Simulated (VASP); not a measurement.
**C: single point with PBE**

C:

```
C
1.0
     0.00000    1.75737    1.84418
     1.75737    0.00000    1.84418
     1.75737    1.75737    0.00000
C
2
Direct
  0.50000 0.50000 0.50000
  0.75000 0.75000 0.75000
```

This cell differs from its parent crystal: volume 5.695 Å^3 an atom, c/a of the conventional cell 1.0494.

```yaml
Program: VASP 6.6.1
Task: single point
Functional: PBE
Potentials_or_basis: VASP PAW PBE potentials, release 64 (C)
Cutoff: 520 eV
k_mesh: 12 × 12 × 12
Occupations: gaussian, width 0.05 eV
Spin: no spin polarisation
```

The pressure is 0.7 GPa. The band gap on the k mesh is 3.54 eV, indirect (least direct gap 5.15 eV).

Stress tensor (GPa, compression positive):
```
 16.30   0.00   0.00
  0.00  16.30   0.00
  0.00   0.00 -30.53
```

Levels at points of the mesh, in eV from the valence-band top:
```
           k point  band 2  band 3  band 4  band 5  band 6  band 7
(0.00, 0.00, 0.00)   -0.76    0.00    0.00    5.15    5.15    5.74
(0.50, 0.00, 0.00)  -13.57   -3.48   -2.59    7.32    8.38    9.19
(0.50, 0.50, 0.00)  -13.47   -6.04   -6.04    5.25    5.25   16.29
(0.50, 0.00, 0.50)  -12.73   -6.74   -6.74    4.14    4.14   16.45
```

It took 23 s on 1 thread of Intel Xeon 8259CL, with other jobs on the host, peak memory 0.13 GiB.

 A k mesh can miss the band edges.
